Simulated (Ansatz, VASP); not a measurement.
Two plane-wave programs on Rh

INCAR

```
SYSTEM = Rh
PREC = Accurate ; ENCUT = 520
EDIFF = 1E-6 ; ISMEAR = 0
SIGMA = 0.15 ; LREAL = .FALSE.
LASPH = .TRUE. ; NELM = 100
ALGO = Fast ; ISIF = 2
LWAVE = .FALSE. ; LCHARG = .FALSE.
GGA = CA ; NBANDS = 14
```

Contents of KPOINTS:

```
Automatic mesh
0
G
  22 22 22
  0 0 0
```

The input POSCAR:

```
Rh
1.0
    0.0000000000      1.8910931378      1.7505849177
    1.8910931378      0.0000000000      1.7505849177
    1.8910931378      1.8910931378      0.0000000000
Rh
1
Direct
    0.0000000000      0.0000000000      0.0000000000
```

Input for Ansatz:

```yaml
crystal:
  lattice:
    - [0.0, 1.8910931378, 1.7505849177]
    - [1.8910931378, 0.0, 1.7505849177]
    - [1.8910931378, 1.8910931378, 0.0]
  atoms:
    - { symbol: Rh, position: [0.0, 0.0, 0.0] }
basis:
  ecutwfc: 420
kpoints:
  mp_grid: { grid: [22, 22, 22] }
hamiltonian:
  xc: lda
  pseudopotentials: { kind: paw, azcp: { folder: soft_1 } }
scf:
  occupations: { method: gaussian, width: 0.15 }
output:
  forces: true
  stress: true
  eigenvalues: true
```

Alike in both runs: task single point; functional LDA; k mesh 22 × 22 × 22; occupations gaussian, width 0.15 eV; no spin polarisation.

|  | VASP | Ansatz |
| --- | --- | --- |
| version | VASP 6.6.1 | Ansatz 0.2.0 |
| potentials or method | VASP PAW LDA potentials, release 64 (Rh_pv), cutoff 520 eV | scalar-relativistic, plane waves, PAW |
| valence electrons in the cell | 15 | 17 |

```csv
,VASP,Ansatz,Ansatz less VASP
gap on the k mesh at the Fermi level (eV),none,none,-
pressure (GPa),21.9,21.1,-0.80
"traceless stress, the component that is largest in VASP (GPa)",14.86,14.88,+0.022
```

Ansatz warns that its potentials were made for another functional, while VASP's fit it. LDA's correlation is that of Perdew and Zunger in VASP and of Perdew and Wang (1992) in Ansatz. A gap of «none» marks a metal or a gap that the smearing closes. VASP's potentials hold 15 valence electrons a cell and Ansatz's 17, so a difference there can come from the potentials and not from the codes.
